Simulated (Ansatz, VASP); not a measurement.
# Two plane-wave programs on InP

```
In P
1.0
     0.00000    2.75409    2.75409
     2.75409    0.00000    2.75409
     2.75409    2.75409    0.00000
In P
1 1
Direct
  0.00000 0.00000 0.00000
  0.50000 0.50000 0.50000
```

Alike in both runs: task single point; functional RPBE; k mesh 8 × 8 × 8; occupations gaussian, width 0.05 eV; no spin polarisation.

|  | VASP | Ansatz |
| --- | --- | --- |
| version | VASP 6.6.1 | Ansatz 0.2.0 |
| potentials or method | VASP PAW PBE potentials, release 64 (In_d, P), cutoff 500 eV | scalar-relativistic, plane waves, PAW |
| valence electrons in the cell | 18 | 18 |

Ansatz gave:

* gap on the k mesh at the Fermi level (eV): none
* pressure (GPa): 3.1

Problem. Which values does VASP return?

Solution. gap on the k mesh at the Fermi level (eV): none; pressure (GPa): 3.0.

VASP's potentials were made for PBE, not for RPBE. A gap of «none» marks a metal or a gap that the smearing closes.
